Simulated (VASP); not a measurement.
Input of a VASP 6.6.1 run:

The input INCAR:

```
PREC = Accurate
ENCUT = 600
EDIFF = 1E-6
ISMEAR = 0
SIGMA = 0.2
LREAL = False
LASPH = True
NELM = 100
ALGO = Normal
ISIF = 3
LWAVE = False
LCHARG = False
GGA = PE
IBRION = 2
NSW = 36
EDIFFG = -0.08
```

File KPOINTS:

```
regular mesh
0
Gamma
  3 3 2
```

POSCAR

```
Ba2ZnP2
1.0
    5.4351447500      0.0000000000      0.0000000000
    0.0000000000      5.4351447500      0.0000000000
    0.0000000000      0.0000000000      8.5828674300
Ba Zn P
4 2 4
Direct
    0.7670886100      0.7670886100      0.5000000000
    0.2329113900      0.2329113900      0.5000000000
    0.7670886100      0.2329113900      0.0000000000
    0.2329113900      0.7670886100      0.0000000000
    0.5000000000      0.5000000000      0.7500000000
    0.5000000000      0.5000000000      0.2500000000
    0.2349110100      0.2349110100      0.0000000000
    0.7650889900      0.7650889900      0.0000000000
    0.2349110100      0.7650889900      0.5000000000
    0.7650889900      0.2349110100      0.5000000000
```

Potentials or basis: VASP PAW PBE potentials, release 64 (Ba_sv, Zn, P).

The run is started by

```console
$ cat potpaw_PBE.64/Ba_sv/POTCAR potpaw_PBE.64/Zn/POTCAR potpaw_PBE.64/P/POTCAR > POTCAR
$ mpirun -np 1 vasp_std > vasp.out
```

(1) What does it give for the band gap on the k mesh?

(2) Estimate the relaxed cell.

(3) What does it give for the relaxed volume?

(4) Estimate the space group after relaxing (to 0.05 Å).

Results:

(1) 0.70 eV, direct.

(2) a = 6.788 Å, b = 6.788 Å, c = 6.428 Å, α = 90.00°, β = 90.00°, γ = 90.00°.

(3) 29.62 Å³/atom.

(4) P4_2/mcm (No. 132).

Caveat: the volume moved by over 15 % at a fixed basis, so the end points are rough; spin-orbit coupling is left out, which moves the levels of the heavy elements.
